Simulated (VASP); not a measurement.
# Ir4Cl in VASP: a series of runs, part 2 of 2

VASP 6.6.1. Earlier steps stand in the parts before.

## Step 3: Single point, PBE

INCAR

```
SYSTEM = Ir4Cl
PREC = Accurate ; ENCUT = 520
EDIFF = 1E-6 ; ISMEAR = 0
SIGMA = 0.1 ; LREAL = .FALSE.
LASPH = .TRUE. ; NELM = 60
ALGO = Fast ; ISIF = 2
LWAVE = .FALSE. ; LCHARG = .FALSE.
LDIPOL = .TRUE. ; IDIPOL = 3
DIPOL = 0.5 0.5 0.347 ; GGA = PE
NBANDS = 30
```

KPOINTS

```
Automatic mesh
0
G
  10 7 1
  0 0 0
```

POSCAR

```
Ir4Cl
1.0
    2.7367600872      0.0000000000      0.0000000000
    0.0000000000      3.8703632323      0.0000000000
    0.0000000000      0.0000000000     19.4599433730
Ir Cl
4 1
Direct
    0.5000000000      0.5000000000      0.2055504440
    0.0000000000      0.0000000000      0.2758682254
    0.5000000000      0.5000000000      0.3454282605
    0.0000000000      0.0000000000      0.4090424736
    0.5000000000      0.3750000000      0.5011591102
```

Potentials or basis: VASP PAW PBE potentials, release 64 (Ir, Cl).

Started as:

```sh
cat potpaw_PBE.64/Ir/POTCAR potpaw_PBE.64/Cl/POTCAR > POTCAR
mpirun -np 1 vasp_std > vasp.out
```

OUTCAR:

```text
SYSTEM = Ir4Cl
   PREC = Accurate
   ENCUT = 520
   EDIFF = 1E-6
   ISMEAR = 0
   LREAL = .FALSE.
   LASPH = .TRUE.
   NELM = 60
   ISIF = 2
   GGA = PE

 ion  position               nearest neighbor table
   1  0.500  0.500  0.206-   3 2.72   2 2.74   2 2.74   2 2.74   2 2.74
   2  0.000  0.000  0.276-   4 2.59   3 2.73   3 2.73   3 2.73   3 2.73   1 2.74   1 2.74   1 2.74
                             1 2.74
   3  0.500  0.500  0.345-   4 2.67   4 2.67   4 2.67   4 2.67   1 2.72   2 2.73   2 2.73   2 2.73
                             2 2.73
   4  0.000  0.000  0.409-   2 2.59   3 2.67   3 2.67   3 2.67   3 2.67   5 2.68   5 2.68
   5  0.500  0.375  0.501-   4 2.68   4 2.68

  LATTYP: Found a simple orthorhombic cell.
 ALAT       =     2.7367600872
 B/A-ratio  =     1.4142135624
 C/A-ratio  =     7.1105770155

  Lattice vectors:

 A1 = (   2.7367600872,   0.0000000000,   0.0000000000)
 A2 = (   0.0000000000,   3.8703632323,   0.0000000000)
 A3 = (   0.0000000000,   0.0000000000,  19.4599433730)

Analysis of symmetry for initial positions (statically):
=====================================================================
 Subroutine PRICEL returns:
 Original cell was already a primitive cell.

 Routine SETGRP: Setting up the symmetry group for a
 simple orthorhombic supercell.

 Subroutine GETGRP returns: Found  2 space group operations
 (whereof  2 operations were pure point group operations)
 out of a pool of  8 trial point group operations.

The static configuration has the point symmetry C_1h.

Analysis of symmetry for dynamics (positions and initial velocities):
=====================================================================
 Subroutine PRICEL returns:
 Original cell was already a primitive cell.

 Routine SETGRP: Setting up the symmetry group for a
 simple orthorhombic supercell.

 Subroutine GETGRP returns: Found  2 space group operations
 (whereof  2 operations were pure point group operations)
 out of a pool of  8 trial point group operations.

The dynamic configuration has the point symmetry C_1h.

 Subroutine INISYM returns: Found  2 space group operations
 (whereof  2 operations are pure point group operations),
 and found     1 'primitive' translations

----------------------------------------------------------------------------------------

                                     Primitive cell

  volume of cell :     206.1247

  direct lattice vectors                    reciprocal lattice vectors
     2.736760087  0.000000000  0.000000000     0.365395566  0.000000000  0.000000000
     0.000000000  3.870363232  0.000000000     0.000000000  0.258373682  0.000000000
     0.000000000  0.000000000 19.459943373     0.000000000  0.000000000  0.051387611

  length of vectors
     2.736760087  3.870363232 19.459943373     0.365395566  0.258373682  0.051387611

  position of ions in fractional coordinates (direct lattice)
     0.500000000  0.500000000  0.205550444
     0.000000000  0.000000000  0.275868225
     0.500000000  0.500000000  0.345428261
     0.000000000  0.000000000  0.409042474
     0.500000000  0.375000000  0.501159110

  ion indices of the primitive-cell ions
   primitive index   ion index
[... 39 lines left out ...]
  0.500000  0.000000  0.000000      1.000000
[... 16 lines left out ...]
  0.400000  0.428571  0.000000      4.000000
  0.500000  0.428571  0.000000      2.000000
   k-points           NKPTS =     24   k-points in BZ     NKDIM =     24   number of bands    NBANDS=     30
   number of dos      NEDOS =    301   number of ions     NIONS =      5
   total plane-waves  NPLWV =  90000
   dimension x,y,z NGX =    20 NGY =   30 NGZ =  150
   dimension x,y,z NGXF=    40 NGYF=   60 NGZF=  300
   ions per type =               4   1
   NGX,Y,Z   is equivalent  to a cutoff of  12.15, 12.89, 12.81 a.u.
   NGXF,Y,Z  is equivalent  to a cutoff of  24.30, 25.77, 25.63 a.u.
 SYSTEM =  Ir4Cl
   PREC   = accura    normal or accurate (medium, high low for compatibility)
   ISTART =      0    job   : 0-new  1-cont  2-samecut
   ICHARG =      2    charge: 1-file 2-atom 10-const
   ISPIN  =      1    spin polarized calculation?
   LNONCOLLINEAR =      F non collinear calculations
   LSORBIT =      F    spin-orbit coupling
   LASPH  =      T    aspherical Exc in radial PAW
   ENCUT  =  520.0 eV  38.22 Ry    6.18 a.u.   5.09  7.20 36.18*2*pi/ulx,y,z
   NELM   =     60;   NELMIN=  2; NELMDL= -5     # of ELM steps
   EDIFF  = 0.1E-05   stopping-criterion for ELM
   LREAL  =      F    real-space projection
   EDIFFG = 0.1E-04   stopping-criterion for IOM
   NSW    =      0    number of steps for IOM
   IBRION =     -1    ionic relax: 0-MD 1-quasi-New 2-CG
   NFREE  =      0    steps in history (QN), initial steepest desc. (CG)
   ISIF   =      2    stress and relaxation
   ISYM   =      2    0-nonsym 1-usesym 2-fastsym
   POTIM  = 0.5000    time-step for ionic-motion
   TEBEG  =    0.0;   TEEND  =   0.0 temperature during run
   PSTRESS=    0.0 pullay stress
   NELECT =      43.0000    total number of electrons
   NUPDOWN=      -1.0000    fix difference up-down
   EMIN   =  10.00;   EMAX   =-10.00  energy-range for DOS
   EFERMI =   0.00;   METHOD = LEGACY
   ISMEAR =     0;   SIGMA  =   0.10  broadening in eV -4-tet -1-fermi 0-gaus
   EFERMI_NEDOS =   21; number of points for ismear=-14 and -15
   IALGO  =     68    algorithm
   IMIX   =      4    mixing-type and parameters
     AMIX     =   0.40;   BMIX     =  1.00
     AMIX_MAG =   1.60;   BMIX_MAG =  1.00
  volume/ion in A,a.u.               =      41.22       278.20
  Fermi-wavevector in a.u.,A,eV,Ry     =   0.970929  1.834790 12.826265  0.942704
  Thomas-Fermi vector in A             =   2.101105
   LORBIT       =      0    0 simple, 1 ext, 2 COOP (PROOUT), +10 PAW based schemes
   GGA     = PE    functional components
   LHFCALC =     F    Hartree Fock is set to
   AEXX    =    0.0000 exact exchange contribution
   IVDW    =     0    specifies the selected vdW correction
   LEPSILON=     F    determine dielectric tensor
   LRPA    =     F    only Hartree local field effects (RPA)
 non-spin polarized calculation
 RMM-DIIS sequential band-by-band and
 Gauss-broadening in eV      SIGMA  =   0.10
  energy-cutoff  :      520.00
  volume of cell :      206.12
 maximum number of plane-waves:      5602
   NGX = 11   NGY = 15   NGZ = 73

 dipolmoment           0.000000      0.000000     -0.210021 electrons x Angstroem

 number of electron      42.9999998 magnetization

 dipolmoment           0.000000      0.000000      0.042109 electrons x Angstroem

 Free energy of the ion-electron system (eV)
  ---------------------------------------------------
  ext. energy  EPLUGINS =         0.00000000
  ---------------------------------------------------
  free energy    TOTEN  =       -33.62923142 eV

  energy without entropy =      -33.58553728  energy(sigma->0) =      -33.60738435

 E-fermi :  -0.2852     XC(G=0):  -5.7681

 val. band max:       -0.2908287644   @ k =   0.1000   0.1429   0.0000
 cond. band min:      -0.2759850816   @ k =   0.3000   0.0000   0.0000
 fundamental gap:      0.0148436828
 Fermi energy:        -0.2851912244

 k-point     1 :       0.0000    0.0000    0.0000
  band No.  band energies     occupation
      1     -16.3086      2.00000
      2      -9.8698      2.00000
      3      -7.3038      2.00000
      4      -7.1683      2.00000
      5      -6.3857      2.00000
      6      -5.7767      2.00000
[... 781 lines left out ...]
     29       5.9219      0.00000
     30       6.4660      0.00000

------------------------ aborting loop because EDIFF is reached ----------------------------------------

 vacuum level on the upper side and lower side of the slab       (xc-potential included)         0.119        -0.589

  FORCE on cell =-STRESS in cart. coord.  units (eV):
  Direction    XX          YY          ZZ          XY          YZ          ZX
  --------------------------------------------------------------------------------------
  -------------------------------------------------------------------------------------
  Total       -2.6921309     -3.6264008      0.3792172      0.0000000     -1.8044024      0.0000000
  in kB      -20.9255426    -28.1874872      2.9476005      0.0000000    -14.0253581      0.0000000
  external PRESSURE =     -15.3884764 kB  Pullay stress =       0.0000000 kB

 VOLUME and BASIS-vectors are now :
 -----------------------------------------------------------------------------
  energy-cutoff  :      520.00
  volume of cell :      206.12
      direct lattice vectors                 reciprocal lattice vectors
     2.736760087  0.000000000  0.000000000     0.365395566  0.000000000  0.000000000
     0.000000000  3.870363232  0.000000000     0.000000000  0.258373682  0.000000000
     0.000000000  0.000000000 19.459943373     0.000000000  0.000000000  0.051387611

 POSITION                                       TOTAL-FORCE (eV/Angst)
 -----------------------------------------------------------------------------------
      1.36838      1.93518      4.00000         0.000000      0.010078      1.230091
      0.00000      0.00000      5.36838         0.000000     -0.259901     -1.460356
      1.36838      1.93518      6.72201         0.000000      0.796288     -1.242775
      0.00000      0.00000      7.95994         0.000000      0.264420      1.488024
      1.36838      1.45139      9.75253         0.000000     -0.810885     -0.014984
 -----------------------------------------------------------------------------------
    total drift:                                0.000000     -0.000153     -0.000129

  FREE ENERGIE OF THE ION-ELECTRON SYSTEM (eV)
  ---------------------------------------------------
  free  energy   TOTEN  =       -33.6292314240 eV

  energy  without entropy=      -33.5855372841  energy(sigma->0) =      -33.60738435

 vacuum level on the upper side and lower side of the slab         5.398         4.675
```

OSZICAR:

```text
N       E                     dE             d eps       ncg     rms          rms(c)
DAV:   1     0.404796652594E+03    0.40480E+03   -0.16753E+04  1448   0.119E+03
DAV:   2     0.688385282737E+01   -0.39791E+03   -0.36172E+03  1550   0.353E+02
DAV:   3    -0.342536986588E+02   -0.41138E+02   -0.38063E+02  1948   0.105E+02
DAV:   4    -0.361695162627E+02   -0.19158E+01   -0.18556E+01  1654   0.246E+01
[... 18 lines left out ...]
RMM:  23    -0.336292123635E+02   -0.16611E-04   -0.27927E-06  1162   0.742E-03    0.435E-03
RMM:  24    -0.336292229145E+02   -0.10551E-04   -0.17634E-06  1095   0.595E-03    0.197E-03
RMM:  25    -0.336292270303E+02   -0.41159E-05   -0.47159E-07   948   0.436E-03    0.135E-03
RMM:  26    -0.336292306532E+02   -0.36228E-05   -0.58620E-07   959   0.299E-03    0.994E-04
RMM:  27    -0.336292314240E+02   -0.77083E-06   -0.16149E-07   707   0.220E-03
   1 F= -.33629231E+02 E0= -.33607384E+02  d E =-.436941E-01
```

stdout:

```text
POSCAR found type information on POSCAR IrCl
 POSCAR found :  2 types and       5 ions
 scaLAPACK will be used
 LDA part: xc-table for (Slater+PW92), standard interpolation
 POSCAR, INCAR and KPOINTS ok, starting setup
 FFT: planning ... GRIDC
 FFT: planning ... GRID_SOFT
 FFT: planning ... GRID
 WAVECAR not read
 entering main loop
```

Wall time 7.1 min (1 thread of Oxide Virtual Turin-like, shared host); peak memory 0.32 GiB.

Results:

```
Free energy            : -33.6292 eV
Largest force          : 1.511 eV/Å
Band gap on the k mesh : zero (an odd number of electrons rules out a gap without spin polarisation)
```

Forces in eV/Å, atoms in the order of the input:
```
Ir   0.000  0.010  1.230
Ir   0.000 -0.260 -1.460
Ir   0.000  0.796 -1.243
Ir   0.000  0.264  1.488
Cl   0.000 -0.811 -0.015
```

Caveat: spin-orbit coupling is left out, which moves the levels of the heavy elements.
